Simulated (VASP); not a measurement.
Set up this calculation in VASP 6.6.1, as the native input.

```
Task                   : single point
Functional             : PBEsol
Potentials or basis    : VASP PAW PBE potentials, release 64 (Ni)
Cutoff                 : 520 eV
k mesh                 : 20 × 20 × 20
Occupations            : gaussian, width 0.1 eV
Spin                   : collinear spin, ferromagnetic start
Starting moments       : [0.73] μB
Dipole correction      : no
Further INCAR settings : ALGO = Fast; EDIFF = 1e-06; NBANDS = 15
```

The structure of Ni lies in POSCAR:

```
Ni
1.0
    0.0000000000      1.7366117750      1.7366117750
    1.7366117750      0.0000000000      1.7366117750
    1.7366117750      1.7366117750      0.0000000000
Ni
1
Direct
    0.0000000000      0.0000000000      0.0000000000
```

The input as run:

INCAR

```
SYSTEM = Ni
PREC     = Accurate       ! precision mode
ENCUT    = 520            ! plane-wave cutoff, eV
EDIFF    = 1E-6           ! SCF threshold, eV
ISMEAR   = 0              ! smearing method
SIGMA    = 0.1            ! smearing width, eV
LREAL    = .False.        ! projectors in reciprocal space
LASPH    = .True.         ! aspherical terms in the spheres
NELM     = 150            ! most SCF steps
ALGO     = Fast           ! electronic algorithm
ISIF     = 2              ! what is computed and relaxed
LWAVE    = .False.        ! write WAVECAR
LCHARG   = .False.        ! write CHGCAR
ISPIN    = 2              ! spin polarisation
MAGMOM   = 0.73           ! initial moments
LORBIT   = 11             ! projections on sites
LMAXMIX  = 4              ! l up to which the mixer works
GGA      = PS             ! functional
NBANDS   = 15             ! bands
```

KPOINTS

```
Automatic mesh
0
Gamma
  20 20 20
  0 0 0
```

Potentials or basis: VASP PAW PBE potentials, release 64 (Ni).

Command:

```bash
$ cat potpaw_PBE.64/Ni/POTCAR > POTCAR
$ mpirun -np 1 vasp_std > vasp.out
```

Results of the run:

```
Pressure                                              : -2.1 GPa
Net moment                                            : 0.62 μB per cell
Site moments                                          : Ni +0.63 μB
Valence electrons inside the program's atomic spheres : Ni 9.38
```

Caveat: the PAW data sets were made with another functional, which shifts forces and pressure a little.

Run time: 42 s on 1 thread of Intel(R) Xeon(R) 6975P-C (Granite Rapids) (shared host), peak memory 0.17 GiB.
